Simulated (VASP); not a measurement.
# Cd (Fm-3m) in VASP: a series of runs

The runs below take Cd through single point, relaxation of cell and atoms, with PBEsol.

All numbers are computed with VASP 6.6.1; they aren't measurements. Logs are shortened: lines on timing, memory, paths and dates and some standing lists are left out, and cuts for length are marked.

**1. The cell of the first run**

Symmetry: Fm-3m, No. 225, cubic system. Conventional cell: a = 4.199 Å, b = 4.199 Å, c = 4.199 Å, α = 90.00°, β = 90.00°, γ = 90.00°. Within 3.9 Å of Cd (site symmetry m-3m) lie 12 Cd at 2.97 Å.

This isn't the form of Cd at room conditions, which is hcp.

**2. Single point, PBEsol**

The input, INCAR:

```
SYSTEM = Cd
PREC = Accurate ; ENCUT = 500
EDIFF = 1E-6 ; ISMEAR = 1
SIGMA = 0.1 ; LREAL = .FALSE.
LASPH = .TRUE. ; NELM = 120
ALGO = Normal ; ISIF = 2
LWAVE = .FALSE. ; LCHARG = .TRUE.
GGA = PS ; LELF = .TRUE.
LVHAR = .TRUE. ; NBANDS = 12
GGA_COMPAT = .FALSE.
```

The input, KPOINTS:

```
regular mesh
0
G
  16 16 16
  0 0 0
```

The input, POSCAR:

```
Cd
1.0
    0.0000000000      2.0994595677      2.0994595677
    2.0994595677      0.0000000000      2.0994595677
    2.0994595677      2.0994595677      0.0000000000
Cd
1
Direct
    0.0000000000      0.0000000000      0.0000000000
```

Potentials or basis: VASP PAW PBE potentials, release 64 (Cd).

On the command line:

```sh
$ cat potpaw_PBE.64/Cd/POTCAR > POTCAR
$ mpirun -np 1 vasp_std > vasp.out
```

OUTCAR:

```text
SYSTEM = Cd
   PREC = Accurate
   ENCUT = 500
   EDIFF = 1E-6
   ISMEAR = 1
   LREAL = .FALSE.
   LASPH = .TRUE.
   NELM = 120
   ISIF = 2
   GGA = PS

 ion  position               nearest neighbor table
   1  0.000  0.000  0.000-

  LATTYP: Found a face centered cubic cell.
 ALAT       =     4.1989191354

  Lattice vectors:

 A1 = (   0.0000000000,   2.0994595677,   2.0994595677)
 A2 = (   2.0994595677,   0.0000000000,   2.0994595677)
 A3 = (   2.0994595677,   2.0994595677,   0.0000000000)

Analysis of symmetry for initial positions (statically):
=====================================================================
 Subroutine PRICEL returns:
 Original cell was already a primitive cell.

 Routine SETGRP: Setting up the symmetry group for a
 face centered cubic supercell.

 Subroutine GETGRP returns: Found 48 space group operations
 (whereof 48 operations were pure point group operations)
 out of a pool of 48 trial point group operations.

The static configuration has the point symmetry O_h .

Analysis of symmetry for dynamics (positions and initial velocities):
=====================================================================
 Subroutine PRICEL returns:
 Original cell was already a primitive cell.

 Routine SETGRP: Setting up the symmetry group for a
 face centered cubic supercell.

 Subroutine GETGRP returns: Found 48 space group operations
 (whereof 48 operations were pure point group operations)
 out of a pool of 48 trial point group operations.

The dynamic configuration has the point symmetry O_h .

 Subroutine INISYM returns: Found 48 space group operations
 (whereof 48 operations are pure point group operations),
 and found     1 'primitive' translations

----------------------------------------------------------------------------------------

                                     Primitive cell

  volume of cell :      18.5077

  direct lattice vectors                    reciprocal lattice vectors
     0.000000000  2.099459568  2.099459568    -0.238156527  0.238156527  0.238156527
     2.099459568  0.000000000  2.099459568     0.238156527 -0.238156527  0.238156527
     2.099459568  2.099459568  0.000000000     0.238156527  0.238156527 -0.238156527

  length of vectors
     2.969084194  2.969084194  2.969084194     0.412499206  0.412499206  0.412499206

  position of ions in fractional coordinates (direct lattice)
     0.000000000  0.000000000  0.000000000

  ion indices of the primitive-cell ions
   primitive index   ion index
                 1           1

----------------------------------------------------------------------------------------

 KPOINTS: regular mesh

Automatic generation of k-mesh.
 Grid dimensions read from file:
 generate k-points for:   16   16   16

 Generating k-lattice:

  Cartesian coordinates                     Fractional coordinates (reciprocal lattice)
    -0.014884783  0.014884783  0.014884783     0.062500000  0.000000000  0.000000000
     0.014884783 -0.014884783  0.014884783     0.000000000  0.062500000  0.000000000
     0.014884783  0.014884783 -0.014884783     0.000000000  0.000000000  0.062500000

  Length of vectors
     0.025781200  0.025781200  0.025781200

  Shift w.r.t. Gamma in fractional coordinates (k-lattice)
     0.000000000  0.000000000  0.000000000

 Subroutine IBZKPT returns following result:
 ===========================================

 Found    145 irreducible k-points:

 Following reciprocal coordinates:
            Coordinates               Weight
  0.000000  0.000000  0.000000      1.000000
  0.062500  0.000000  0.000000      8.000000
  0.125000  0.000000  0.000000      8.000000
  0.187500  0.000000  0.000000      8.000000
  0.250000  0.000000  0.000000      8.000000
  0.312500  0.000000  0.000000      8.000000
[... 16 lines left out ...]
 -0.125000  0.062500  0.000000     24.000000
 -0.062500  0.062500  0.000000     12.000000
 [... further k-points ...]
   k-points           NKPTS =    145   k-points in BZ     NKDIM =    145   number of bands    NBANDS=     12
   number of dos      NEDOS =    301   number of ions     NIONS =      1
   total plane-waves  NPLWV =  13824
   dimension x,y,z NGX =    24 NGY =   24 NGZ =   24
   dimension x,y,z NGXF=    48 NGYF=   48 NGZF=   48
   ions per type =               1
   NGX,Y,Z   is equivalent  to a cutoff of  13.44, 13.44, 13.44 a.u.
   NGXF,Y,Z  is equivalent  to a cutoff of  26.88, 26.88, 26.88 a.u.
 SYSTEM =  Cd
   PREC   = accura    normal or accurate (medium, high low for compatibility)
   ISTART =      0    job   : 0-new  1-cont  2-samecut
   ICHARG =      2    charge: 1-file 2-atom 10-const
   ISPIN  =      1    spin polarized calculation?
   LNONCOLLINEAR =      F non collinear calculations
   LSORBIT =      F    spin-orbit coupling
   LASPH  =      T    aspherical Exc in radial PAW
   ENCUT  =  500.0 eV  36.75 Ry    6.06 a.u.   5.41  5.41  5.41*2*pi/ulx,y,z
   NELM   =    120;   NELMIN=  2; NELMDL= -5     # of ELM steps
   EDIFF  = 0.1E-05   stopping-criterion for ELM
   LREAL  =      F    real-space projection
   EDIFFG = 0.1E-04   stopping-criterion for IOM
   NSW    =      0    number of steps for IOM
   IBRION =     -1    ionic relax: 0-MD 1-quasi-New 2-CG
   NFREE  =      0    steps in history (QN), initial steepest desc. (CG)
   ISIF   =      2    stress and relaxation
   ISYM   =      2    0-nonsym 1-usesym 2-fastsym
   POTIM  = 0.5000    time-step for ionic-motion
   TEBEG  =    0.0;   TEEND  =   0.0 temperature during run
   PSTRESS=    0.0 pullay stress
   NELECT =      12.0000    total number of electrons
   NUPDOWN=      -1.0000    fix difference up-down
   EMIN   =  10.00;   EMAX   =-10.00  energy-range for DOS
   EFERMI =   0.00;   METHOD = LEGACY
   ISMEAR =     1;   SIGMA  =   0.10  broadening in eV -4-tet -1-fermi 0-gaus
   EFERMI_NEDOS =   21; number of points for ismear=-14 and -15
   IALGO  =     38    algorithm
   IMIX   =      4    mixing-type and parameters
     AMIX     =   0.40;   BMIX     =  1.00
     AMIX_MAG =   1.60;   BMIX_MAG =  1.00
  volume/ion in A,a.u.               =      18.51       124.90
  Fermi-wavevector in a.u.,A,eV,Ry     =   1.416939  2.677626 27.316625  2.007715
  Thomas-Fermi vector in A             =   2.538221
   LORBIT       =      0    0 simple, 1 ext, 2 COOP (PROOUT), +10 PAW based schemes
   GGA     = PS    functional components
   LHFCALC =     F    Hartree Fock is set to
   AEXX    =    0.0000 exact exchange contribution
   IVDW    =     0    specifies the selected vdW correction
   LEPSILON=     F    determine dielectric tensor
   LRPA    =     F    only Hartree local field effects (RPA)
 non-spin polarized calculation
 Methfessel and Paxton  Order N= 1 SIGMA  =   0.10
  energy-cutoff  :      500.00
  volume of cell :       18.51
 maximum number of plane-waves:       493
 NGX is ok and might be reduce to    24
   NGX = 11   NGY = 11   NGZ = 11

 number of electron      12.0000004 magnetization

 Free energy of the ion-electron system (eV)
  ---------------------------------------------------
  ext. energy  EPLUGINS =         0.00000000
  ---------------------------------------------------
  free energy    TOTEN  =        -1.10740035 eV

  energy without entropy =       -1.10794770  energy(sigma->0) =       -1.10758280

 E-fermi :   4.0291     XC(G=0): -12.0698

 val. band max:        4.0198121551   @ k =  -0.3750   0.2500   0.0625
 cond. band min:       4.1203372802   @ k =  -0.3750   0.1875   0.0625
 fundamental gap:      0.1005251251
 Fermi energy:         4.0290997822

 k-point     1 :       0.0000    0.0000    0.0000
  band No.  band energies     occupation
      1      -6.1906      2.00000
      2      -5.6395      2.00000
      3      -5.6395      2.00000
      4      -5.6395      2.00000
      5      -4.9868      2.00000
      6      -4.9868      2.00000
      7      18.4103      0.00000
      8      20.5200      0.00000
      9      20.5200      0.00000
     10      20.5200      0.00000
     11      24.3121      0.00000
     12      24.3121      0.00000

 k-point     2 :       0.0625    0.0000    0.0000
  band No.  band energies     occupation
      1      -6.0827      2.00000
      2      -5.6478      2.00000
      3      -5.6165      2.00000
      4      -5.6165      2.00000
      5      -4.9933      2.00000
      6      -4.9933      2.00000
      7      18.0957      0.00000
      8      19.3969      0.00000
      9      20.3831      0.00000
     10      20.3831      0.00000
     11      24.5158      0.00000
     12      24.5427      0.00000

 k-point     3 :       0.1250    0.0000    0.0000
  band No.  band energies     occupation
      1      -5.9060      2.00000
      2      -5.5594      2.00000
      3      -5.5594      2.00000
      4      -5.5215      2.00000
      5      -5.0017      2.00000
      6      -5.0017      2.00000
      7      16.1121      0.00000
      8      18.9210      0.00000
      9      20.0499      0.00000
     10      20.0499      0.00000
     11      24.0784      0.00000
     12      24.9998      0.00000
[... 286 lines left out ...]
 k-point    23 :      -0.1250    0.0625    0.0000
  band No.  band energies     occupation
      1      -5.8386      2.00000
      2      -5.6136      2.00000
      3      -5.5204      2.00000
      4      -5.3175      2.00000
      5      -5.0664      2.00000
      6      -4.8809      2.00000
      7      15.3573      0.00000
      8      17.3101      0.00000
      9      19.9063      0.00000
     10      21.2447      0.00000
     11      22.9930      0.00000
     12      24.5125      0.00000

 k-point    24 :      -0.0625    0.0625    0.0000
  band No.  band energies     occupation
      1      -5.9241      2.00000
      2      -5.6832      2.00000
      3      -5.5859      2.00000
      4      -5.5373      2.00000
      5      -5.0314      2.00000
      6      -4.9660      2.00000
      7      17.5324      0.00000
      8      18.1203      0.00000
      9      19.8102      0.00000
     10      20.9911      0.00000
     11      23.7948      0.00000
     12      24.3973      0.00000

 [... further k-points ...]

------------------------ aborting loop because EDIFF is reached ----------------------------------------

  FORCE on cell =-STRESS in cart. coord.  units (eV):
  Direction    XX          YY          ZZ          XY          YZ          ZX
  --------------------------------------------------------------------------------------
  -------------------------------------------------------------------------------------
  Total        1.2296624      1.2296624      1.2296624      0.0000000     -0.0000000     -0.0000000
  in kB      106.4495753    106.4495753    106.4495753      0.0000000     -0.0000000     -0.0000000
  external PRESSURE =     106.4495753 kB  Pullay stress =       0.0000000 kB

 VOLUME and BASIS-vectors are now :
 -----------------------------------------------------------------------------
  energy-cutoff  :      500.00
  volume of cell :       18.51
      direct lattice vectors                 reciprocal lattice vectors
     0.000000000  2.099459568  2.099459568    -0.238156527  0.238156527  0.238156527
     2.099459568  0.000000000  2.099459568     0.238156527 -0.238156527  0.238156527
     2.099459568  2.099459568  0.000000000     0.238156527  0.238156527 -0.238156527

 POSITION                                       TOTAL-FORCE (eV/Angst)
 -----------------------------------------------------------------------------------
      0.00000      0.00000      0.00000         0.000000     -0.000000     -0.000000
 -----------------------------------------------------------------------------------
    total drift:                               -0.000000      0.000000      0.000000

  FREE ENERGIE OF THE ION-ELECTRON SYSTEM (eV)
  ---------------------------------------------------
  free  energy   TOTEN  =        -1.1074003460 eV

  energy  without entropy=       -1.1079477000  energy(sigma->0) =       -1.10758280
```

Run time: 8.8 s. Hardware: 1 thread of Intel Xeon 6975P-C (Granite Rapids), shared host; peak memory 0.14 GiB.

Results:

```
Free energy            : -1.1074 eV
Pressure               : 10.6 GPa
Band gap on the k mesh : zero (bands 6 and 7 overlap by 3.20 eV)
```

Levels at points of the mesh, in eV from the Fermi level:
| k point | band 2 | band 3 | band 4 | band 5 | band 6 | band 7 | band 8 | band 9 | band 10 | band 11 |
| --- | --- | --- | --- | --- | --- | --- | --- | --- | --- | --- |
| (0.00, 0.00, 0.00) | -9.67 | -9.67 | -9.67 | -9.02 | -9.02 | 14.38 | 16.49 | 16.49 | 16.49 | 20.28 |
| (0.50, 0.00, 0.00) | -9.67 | -9.67 | -8.49 | -8.49 | -3.13 | -1.09 | 13.43 | 14.00 | 14.00 | 18.04 |
| (0.50, 0.50, 0.00) | -10.55 | -8.52 | -8.36 | -8.36 | -1.36 | 1.98 | 7.27 | 7.27 | 12.24 | 12.57 |

Caveat: the cell stands under pressure; the PAW data sets were made with another functional, which shifts forces and pressure a little.

**3. Single point, PBEsol**

This run uses another cell than the first one, of 20.98 Å³/atom.

The input, INCAR:

```
SYSTEM = Cd
PREC = Accurate
ENCUT = 500
EDIFF = 1E-6
ISMEAR = 1
SIGMA = 0.1
LREAL = .FALSE.
LASPH = .TRUE.
NELM = 120
ALGO = Normal
ISIF = 2
LWAVE = .FALSE.
LCHARG = .FALSE.
GGA = PS
NBANDS = 12
GGA_COMPAT = .FALSE.
```

KPOINTS is that of step 2.

The input, POSCAR:

```
Cd
1.0
    0.0000000000      2.1889661477      2.1889661477
    2.1889661477      0.0000000000      2.1889661477
    2.1889661477      2.1889661477      0.0000000000
Cd
1
Direct
    0.0000000000      0.0000000000      0.0000000000
```

Potentials or basis: VASP PAW PBE potentials, release 64 (Cd).

On the command line:

```sh
$ cat potpaw_PBE.64/Cd/POTCAR > POTCAR
$ mpirun -np 1 vasp_std > vasp.out
```

It took 8.6 s on 1 thread of Intel Xeon 6975P-C (Granite Rapids), shared host; peak memory 0.14 GiB.

Results (log left out):

* Free energy: -1.1816 eV
* Pressure: 0.4 GPa
* Band gap on the k mesh: zero (bands 6 and 7 overlap by 3.35 eV)

Levels at points of the mesh, in eV from the Fermi level:
```
           k point  band 4  band 5  band 6  band 7  band 8  band 9
(0.00, 0.00, 0.00)   -9.13   -8.68   -8.68   14.03   15.31   15.31
(0.50, 0.00, 0.00)   -8.27   -8.27   -2.52   -1.27   12.87   12.87
(0.50, 0.50, 0.00)   -8.17   -8.17   -0.94    1.52    6.89    6.89
```

Caveat: the PAW data sets were made with another functional, which shifts forces and pressure a little.

**4. Relaxation of cell and atoms, PBEsol**

This run uses another cell than the first one, of 21.59 Å³/atom.

The input, INCAR:

```
  PREC = Accurate
  ENCUT = 500
  EDIFF = 1E-7
  ISMEAR = 1
  SIGMA = 0.1
  LREAL = F
  LASPH = T
  NELM = 120
  ALGO = Normal
  ISIF = 3
  LWAVE = F
  LCHARG = F
  GGA = PS
  IBRION = 2
  NSW = 80
  EDIFFG = -0.02
  GGA_COMPAT = F
  NELMIN = 4
```

The input, KPOINTS:

```
regular mesh
0
Gamma
  16 16 16
```

The input, POSCAR:

```
Cd
1.0
    0.0000000000      2.2100000000      2.2100000000
    2.2100000000      0.0000000000      2.2100000000
    2.2100000000      2.2100000000      0.0000000000
Cd
1
Direct
    0.0000000000      0.0000000000      0.0000000000
```

On the command line:

```sh
$ cat potpaw_PBE.64/Cd/POTCAR > POTCAR
$ mpirun -np 1 vasp_std > vasp.out
```

Wall time 11 s (1 thread of Intel Xeon 6975P-C (Granite Rapids), shared host); peak memory 0.14 GiB.

It converged, with:

```yaml
Free_energy: -1.1817 eV
Relaxed_volume: 21.10 Å³/atom
Relaxed_cell: a = 3.102 Å, b = 3.102 Å, c = 3.102 Å, α = 60.00°, β = 60.00°, γ = 60.00°
Space_group_after_relaxing_to_0.1_Å: Fm-3m (No. 225)
Energy_gained_by_relaxing: 1.7 meV/atom
Ionic_steps: 2
Pressure_after_relaxing: 0.1 GPa
Band_gap_on_the_k_mesh: zero (bands 6 and 7 overlap by 3.36 eV)
```

Step by step:
| step | energy change (eV) | largest force (eV/Å) | pressure (GPa) | volume (Å³) |
| --- | --- | --- | --- | --- |
| 1 | 0.0000 | 0.0000 | -1.17 | 21.59 |
| 2 | -0.0017 | 0.0000 | 0.05 | 21.10 |

Final structure:
```xyz
1
Lattice="0.0000 2.1932 2.1932 2.1932 0.0000 2.1932 2.1932 2.1932 0.0000" Properties=species:S:1:pos:R:3 pbc="T T T"
Cd    2.1932    2.1932    4.3865
```

Levels at points of the mesh, in eV from the Fermi level:
```tsv
k point	band 2	band 3	band 4	band 5	band 6	band 7	band 8	band 9	band 10
(0.00, 0.00, 0.00)	-9.16	-9.16	-9.08	-8.67	-8.67	14.01	15.26	15.26	15.26
(0.50, 0.00, 0.00)	-9.16	-9.16	-8.26	-8.26	-2.49	-1.28	12.82	12.82	13.10
(0.50, 0.50, 0.00)	-9.79	-8.29	-8.16	-8.16	-0.92	1.50	6.87	6.87	11.30
```

Caveat: the PAW data sets were made with another functional, which shifts forces and pressure a little.

**5. Summary**

| task | cell | gap on the mesh (eV) | pressure (GPa) |
| --- | --- | --- | --- |
| single point | a = 2.969 Å, angles 60.0°, 1 atom | none | 10.6 |
| single point | a = 3.096 Å, angles 60.0°, 1 atom | none | 0.4 |
| relaxation of cell and atoms | relaxed from a = 3.125 Å, angles 60.0°, 1 atom | none | 0.1 |

Alike in all rows: level PBEsol; potentials or basis VASP PAW PBE potentials, release 64 (Cd); no spin polarisation; k mesh 16 × 16 × 16; cutoff (eV) 500; smearing methfessel-paxton 0.1 eV.

Caveats: the PAW data sets were made with another functional, which shifts forces and pressure a little; the cell stands under pressure (at least some runs).

Total energies depend on the potentials used, so only differences within one code and one set of settings carry meaning.
